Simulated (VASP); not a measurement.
# LiCl (F-43m) in VASP: G0W0 quasiparticle levels with PBE

Aim: the G0W0 quasiparticle levels of LiCl with PBE.

Everything below comes from runs of VASP 6.6.1. Logs are shortened: lines on timing, memory, paths and dates and some standing lists are left out, and cuts for length are marked.

**1. The cell of the first run**

The structure is cubic, space group F-43m (No. 216). The conventional cell has a = 5.466 Å, b = 5.466 Å, c = 5.466 Å, α = 90.00°, β = 90.00°, γ = 90.00°. Within 3.1 Å of Li (site symmetry -43m) lie 4 Cl at 2.37 Å. Cl (site symmetry -43m) has 4 Li at 2.37 Å within 3.1 Å.

**2. G0W0 quasiparticle levels, PBE**

File POSCAR:

```
LiCl
1.0
    0.0000000000      2.7330425300      2.7330425300
    2.7330425300      0.0000000000      2.7330425300
    2.7330425300      2.7330425300      0.0000000000
Li Cl
1 1
Direct
    0.0000000000      0.0000000000      0.0000000000
    0.2500000000      0.2500000000      0.2500000000
```

File INCAR.step1:

```
SYSTEM = LiCl
PREC = Accurate ; ENCUT = 500
EDIFF = 1E-8 ; ISMEAR = 0
SIGMA = 0.01 ; LREAL = .FALSE.
LASPH = .TRUE. ; NELM = 60
ALGO = Normal ; LWAVE = .TRUE.
LCHARG = .FALSE. ; GGA = PE
```

File INCAR.step2:

```
SYSTEM = LiCl
PREC = Accurate ; ENCUT = 500
EDIFF = 1E-8 ; ISMEAR = 0
SIGMA = 0.01 ; LREAL = .FALSE.
LASPH = .TRUE. ; NELM = 1
ALGO = Exact ; LWAVE = .TRUE.
LCHARG = .FALSE. ; GGA = PE
NBANDS = 157 ; LOPTICS = .TRUE.
ISTART = 1
```

File INCAR.step3:

```
SYSTEM = LiCl
PREC = Accurate ; ENCUT = 500
EDIFF = 1E-8 ; ISMEAR = 0
SIGMA = 0.01 ; LREAL = .FALSE.
LASPH = .TRUE. ; ALGO = EVGW0
LWAVE = .FALSE. ; LCHARG = .FALSE.
GGA = PE ; NELMGW = 1
NBANDS = 157 ; ENCUTGW = 140.0
NOMEGA = 96 ; PRECFOCK = Fast
ISTART = 1 ; NBANDSGW = 12
OMEGAMAX = 20
```

File KPOINTS:

```
Automatic mesh
0
G
  4 4 4
  0 0 0
```

Potentials or basis: VASP PAW PBE potentials, release 64 (Li_GW, Cl_GW).

Command:

```
cat potpaw_PBE.64/Li_GW/POTCAR potpaw_PBE.64/Cl_GW/POTCAR > POTCAR
cp INCAR.step1 INCAR
mpirun -np 1 vasp_std > vasp.out
cp INCAR.step2 INCAR
mpirun -np 1 vasp_std > vasp.out
cp INCAR.step3 INCAR
mpirun -np 1 vasp_std > vasp.out
```

OUTCAR:

```text
SYSTEM = LiCl
   PREC = Accurate
   ENCUT = 500
   EDIFF = 1E-8
   ISMEAR = 0
   LREAL = .FALSE.
   LASPH = .TRUE.
   GGA = PE
   NELMGW = 1
   ENCUTGW = 140.0
   PRECFOCK = Fast
   ISTART = 1

 ion  position               nearest neighbor table
   1  0.000  0.000  0.000-   2 2.37   2 2.37   2 2.37   2 2.37
   2  0.250  0.250  0.250-   1 2.37   1 2.37   1 2.37   1 2.37

  LATTYP: Found a face centered cubic cell.
 ALAT       =     5.4660850600

  Lattice vectors:

 A1 = (   0.0000000000,   2.7330425300,   2.7330425300)
 A2 = (   2.7330425300,   0.0000000000,   2.7330425300)
 A3 = (   2.7330425300,   2.7330425300,   0.0000000000)

Analysis of symmetry for initial positions (statically):
=====================================================================
 Subroutine PRICEL returns:
 Original cell was already a primitive cell.

 Routine SETGRP: Setting up the symmetry group for a
 face centered cubic supercell.

 Subroutine GETGRP returns: Found 24 space group operations
 (whereof 24 operations were pure point group operations)
 out of a pool of 48 trial point group operations.

The static configuration has the point symmetry T_d .

Analysis of symmetry for dynamics (positions and initial velocities):
=====================================================================
 Subroutine PRICEL returns:
 Original cell was already a primitive cell.

 Routine SETGRP: Setting up the symmetry group for a
 face centered cubic supercell.

 Subroutine GETGRP returns: Found 24 space group operations
 (whereof 24 operations were pure point group operations)
 out of a pool of 48 trial point group operations.

The dynamic configuration has the point symmetry T_d .

 Subroutine INISYM returns: Found 24 space group operations
 (whereof 24 operations are pure point group operations),
 and found     1 'primitive' translations

----------------------------------------------------------------------------------------

                                     Primitive cell

  volume of cell :      40.8290

  direct lattice vectors                    reciprocal lattice vectors
     0.000000000  2.733042530  2.733042530    -0.182946293  0.182946293  0.182946293
     2.733042530  0.000000000  2.733042530     0.182946293 -0.182946293  0.182946293
     2.733042530  2.733042530  0.000000000     0.182946293  0.182946293 -0.182946293

  length of vectors
     3.865105812  3.865105812  3.865105812     0.316872275  0.316872275  0.316872275

  position of ions in fractional coordinates (direct lattice)
     0.000000000  0.000000000  0.000000000
     0.250000000  0.250000000  0.250000000

  ion indices of the primitive-cell ions
   primitive index   ion index
                 1           1
                 2           2

----------------------------------------------------------------------------------------

 KPOINTS: Automatic mesh

Automatic generation of k-mesh.
 Grid dimensions read from file:
 generate k-points for:    4    4    4

 Generating k-lattice:

  Cartesian coordinates                     Fractional coordinates (reciprocal lattice)
    -0.045736573  0.045736573  0.045736573     0.250000000  0.000000000  0.000000000
     0.045736573 -0.045736573  0.045736573     0.000000000  0.250000000  0.000000000
     0.045736573  0.045736573 -0.045736573     0.000000000  0.000000000  0.250000000

  Length of vectors
     0.079218069  0.079218069  0.079218069

  Shift w.r.t. Gamma in fractional coordinates (k-lattice)
     0.000000000  0.000000000  0.000000000

 Subroutine IBZKPT returns following result:
 ===========================================

 Found      8 irreducible k-points:

 Following reciprocal coordinates:
            Coordinates               Weight
  0.000000  0.000000  0.000000      1.000000
  0.250000  0.000000  0.000000      8.000000
  0.500000  0.000000  0.000000      4.000000
  0.250000  0.250000  0.000000      6.000000
  0.500000  0.250000  0.000000     24.000000
 -0.250000  0.250000  0.000000     12.000000
  0.500000  0.500000  0.000000      3.000000
 -0.250000  0.500000  0.250000      6.000000
   k-points           NKPTS =      8   k-points in BZ     NKDIM =     64   number of bands    NBANDS=    157
   number of dos      NEDOS =    301   number of ions     NIONS =      2
   total plane-waves  NPLWV =  21952
   dimension x,y,z NGX =    28 NGY =   28 NGZ =   28
   dimension x,y,z NGXF=    56 NGYF=   56 NGZF=   56
   ions per type =               1   1
   NGX,Y,Z   is equivalent  to a cutoff of  12.04, 12.04, 12.04 a.u.
   NGXF,Y,Z  is equivalent  to a cutoff of  24.09, 24.09, 24.09 a.u.
 SYSTEM =  LiCl
   PREC   = accura    normal or accurate (medium, high low for compatibility)
   ISTART =      1    job   : 0-new  1-cont  2-samecut
   ICHARG =      0    charge: 1-file 2-atom 10-const
   ISPIN  =      1    spin polarized calculation?
   LNONCOLLINEAR =      F non collinear calculations
   LSORBIT =      F    spin-orbit coupling
   LASPH  =      T    aspherical Exc in radial PAW
   ENCUT  =  500.0 eV  36.75 Ry    6.06 a.u.   7.05  7.05  7.05*2*pi/ulx,y,z
   NELM   =     60;   NELMIN=  2; NELMDL=  0     # of ELM steps
   EDIFF  = 0.1E-07   stopping-criterion for ELM
   LREAL  =      F    real-space projection
   EDIFFG = 0.1E-06   stopping-criterion for IOM
   NSW    =      0    number of steps for IOM
   IBRION =     -1    ionic relax: 0-MD 1-quasi-New 2-CG
   NFREE  =      0    steps in history (QN), initial steepest desc. (CG)
   ISIF   =      0    stress and relaxation
   ISYM   =      3    0-nonsym 1-usesym 2-fastsym
   POTIM  = 0.5000    time-step for ionic-motion
   TEBEG  =    0.0;   TEEND  =   0.0 temperature during run
   PSTRESS=    0.0 pullay stress
   NELECT =       8.0000    total number of electrons
   NUPDOWN=      -1.0000    fix difference up-down
   EMIN   =  10.00;   EMAX   =-10.00  energy-range for DOS
   EFERMI =   0.00;   METHOD = LEGACY
   ISMEAR =     0;   SIGMA  =   0.01  broadening in eV -4-tet -1-fermi 0-gaus
   EFERMI_NEDOS =   21; number of points for ismear=-14 and -15
   IALGO  =     38    algorithm
   IMIX   =      4    mixing-type and parameters
     AMIX     =   0.40;   BMIX     =  1.00
     AMIX_MAG =   1.60;   BMIX_MAG =  1.00
  volume/ion in A,a.u.               =      20.41       137.76
  Fermi-wavevector in a.u.,A,eV,Ry     =   0.950857  1.796859 12.301416  0.904129
  Thomas-Fermi vector in A             =   2.079273
   LORBIT       =      0    0 simple, 1 ext, 2 COOP (PROOUT), +10 PAW based schemes
   GGA     = PE    functional components
   LHFCALC =     T    Hartree Fock is set to
   PRECFOCK=fast      Normal, Fast or Accurate (Low or Medium for compatibility)
   ENCUT4O =  -1.0   cutoff for four orbital integrals eV
   NKREDX  =     1    reduce k-point grid by
   NKREDY  =     1    reduce k-point grid by
   NKREDZ  =     1    reduce k-point grid by
   AEXX    =    1.0000 exact exchange contribution
   HFSCREEN=    0.0000 screening length (either q_TF or 0.3 A-1)
   HFSCREENC=   0.0000 screening length for correlation (either q_TF or 0.3 A-1)
   ENCUTFOCK=  -1.0 apply spherical cutoff to Coloumb kernel
   IVDW    =     0    specifies the selected vdW correction
   LEPSILON=     F    determine dielectric tensor
   LRPA    =     F    only Hartree local field effects (RPA)
   LRPAFORCE           =     F    calculate RPA forces
   ENCUTGW             = 140.0    cutoff for response function in eV
   ENCUTGWSOFT         = 112.0    soft cutoff for Coulomb kernel in GW response function in eV
   ENCUTLF             =  -1.0    cutoff for local field effects
   NELMGW              =     1    number of iterations in solving QP/BSE equation
   NELMHF              =     1    number of iterations in the inner HF iteration
   NKREDLFX            =     1    NKREDLFY  =   1   NKREDLFZ  =   1
 non-spin polarized calculation
 Gauss-broadening in eV      SIGMA  =   0.01
  energy-cutoff  :      500.00
  volume of cell :       40.83
 maximum number of plane-waves:      1056
  NGX = 16; NGY = 16; NGZ = 16
   NGX = 15   NGY = 15   NGZ = 15
 maximum number of plane-waves:       169

 QP shifts <psi_nk| G(iteration)W_0 |psi_nk>: iteration 1
 for sc-GW calculations column KS-energies equals QP-energies in previous step
 and V_xc(KS)=  KS-energies - (<T + V_ion + V_H > + <T+V_H+V_ion>^1  + <V_x>^1)

 k-point   1 :       0.0000    0.0000    0.0000
  band No.  KS-energies  QP-energies   sigma(KS)   V_xc(KS)     V^pw_x(r,r')   Z            occupation Imag(sigma)

      1     -15.1458     -16.5405     -16.7578     -14.9600     -24.2651       0.7758       2.0000       1.4098
      2      -2.4011      -4.4635     -17.1011     -14.5471     -18.9236       0.8075       2.0000       0.0284
      3      -2.4011      -4.4635     -17.1011     -14.5471     -18.9236       0.8075       2.0000       0.0284
      4      -2.4011      -4.4635     -17.1011     -14.5471     -18.9236       0.8075       2.0000       0.0284
      5       3.6450       4.3805      -6.1782      -7.0403      -3.1583       0.8531       0.0000      -0.0425
      6       7.7057       9.1820      -6.6839      -8.4340      -3.4144       0.8435       0.0000      -0.0488
      7       7.7057       9.1820      -6.6839      -8.4340      -3.4144       0.8435       0.0000      -0.0488
      8       7.7057       9.1820      -6.6839      -8.4340      -3.4144       0.8435       0.0000      -0.0488
      9      11.8903      13.5616      -8.2509     -10.3006      -4.4385       0.8154       0.0000      -0.0773
     10      11.8903      13.5616      -8.2509     -10.3006      -4.4385       0.8154       0.0000      -0.0773
     11      15.3084      15.8725      -5.4717      -6.1812      -1.2874       0.7949       0.0000      -0.2882
     12      15.3084      15.8725      -5.4717      -6.1812      -1.2874       0.7949       0.0000      -0.2882

 k-point   2 :       0.2500    0.0000    0.0000
  band No.  KS-energies  QP-energies   sigma(KS)   V_xc(KS)     V^pw_x(r,r')   Z            occupation Imag(sigma)
[... 97 lines left out ...]
      1     -14.7479     -15.9068     -17.1110     -15.4353     -24.5642       0.6915       2.0000       1.1609
      2      -3.8169      -6.0721     -15.7496     -12.9031     -17.7573       0.7923       2.0000       0.0347
      3      -3.5362      -5.7775     -16.0998     -13.2689     -18.0953       0.7917       2.0000       0.0328
      4      -3.3878      -5.5606     -15.9643     -13.2294     -17.8817       0.7944       2.0000       0.0309
      5       5.7300       6.6214      -6.5782      -7.6319      -3.5714       0.8460       0.0000      -0.0456
      6       8.3184       9.4380      -7.0763      -8.4116      -3.7965       0.8385       0.0000      -0.0529
      7       8.4068       9.6299      -6.1636      -7.6272      -2.6735       0.8357       0.0000      -0.0574
      8       9.4188      10.9286      -7.7506      -9.5862      -4.1451       0.8225       0.0000      -0.0609
      9      11.7279      13.1527      -7.0063      -8.7889      -2.9733       0.7993       0.0000      -0.0954
     10      13.6204      15.5762      -8.8533     -11.3205      -4.6302       0.7927       0.0000      -0.1036
     11      14.6172      15.6193      -7.3523      -8.6240      -3.0231       0.7879       0.0000      -0.2325
     12      14.7619      16.5727      -8.6407     -10.9123      -4.2406       0.7972       0.0000      -0.1879
```

Run time: 58 s. Hardware: 1 thread of Intel Xeon 6975P-C (Granite Rapids), shared host; peak memory 0.4 GiB.

Results:

```yaml
Quasiparticle_gap: 8.84 eV
Least_direct_quasiparticle_gap: 8.84 eV
Band_gap_of_the_starting_levels_on_the_mesh: 6.05 eV
Least_direct_gap_of_the_starting_levels_on_the_mesh: 6.05 eV
```

Caveat: the k points lie up to 0.50 Å⁻¹ apart; bands, screening cutoff and mesh are small and nothing is extrapolated, so the quasiparticle values aren't converged; the structure was generated, so it needn't be the stable form of LiCl.
